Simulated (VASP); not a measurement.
Ti: single point with LDA

Crystal: Ti.

```xyz
3
Lattice="4.6570 0.0000 0.0000 -2.3285 4.0330 0.0000 0.0000 0.0000 2.8817" Properties=species:S:1:pos:R:3 pbc="T T T"
Ti    2.3285    1.3443    1.4408
Ti    0.0000    2.6887    1.4408
Ti    0.0000    0.0000    0.0000
```

This cell differs from its parent crystal: volume scaled by 1.06.

```yaml
Program: VASP 6.6.1
Task: single point
Functional: LDA
Potentials_or_basis: VASP PAW LDA potentials, release 64 (Ti_sv)
Cutoff: 520 eV
k_mesh: 7 × 7 × 9
Occupations: fermi-dirac, width 0.05 eV
Spin: no spin polarisation
```

* Pressure: -13.1 GPa
* Band gap on the k mesh: zero (band 18 reaches 7.74 eV, above the bottom of band 19 at 7.51 eV)

Stress tensor (GPa, compression positive):
```
-13.19   0.00   0.00
  0.00 -13.19   0.00
  0.00   0.00 -13.01
```

Levels at points of the mesh, in eV from the Fermi level:
```tsv
k point	band 15	band 16	band 17	band 18	band 19	band 20	band 21	band 22
(0.00, 0.00, 0.00)	-0.67	-0.67	-0.55	-0.55	-0.05	0.62	1.20	1.20
```

Run time: 65 s on 1 thread of AMD EPYC 7R43 64-Core Processor (Zen 3) (shared host), peak memory 0.14 GiB.
